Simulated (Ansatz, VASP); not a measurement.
# Zn in VASP and in Ansatz

```
Zn
1.0
     0.00000    1.96478    1.96478
     1.96478    0.00000    1.96478
     1.96478    1.96478    0.00000
Zn
1
Direct
  0.00000 0.00000 0.00000
```

Alike in both runs: functional BLYP; k mesh 12 × 12 × 12; occupations fermi-dirac, width 0.05 eV; no spin polarisation.

|  | VASP | Ansatz |
| --- | --- | --- |
| version | VASP 6.6.1 | Ansatz 0.2.0 |
| potentials or method | VASP PAW PBE potentials, release 64 (Zn) | Ansatz PAW |
| plane-wave cutoff (eV) | 520 | 420 |
| valence electrons in the cell | 12 | 12 |
| task | single point | band structure |

```csv
,VASP,Ansatz,Ansatz less VASP
gap on the k mesh at the Fermi level (eV),none,none,-
pressure (GPa),6.6,6.0,-0.58
```

VASP's potentials were made for PBE, not for BLYP. A gap of «none» marks a metal or a gap that the smearing closes.
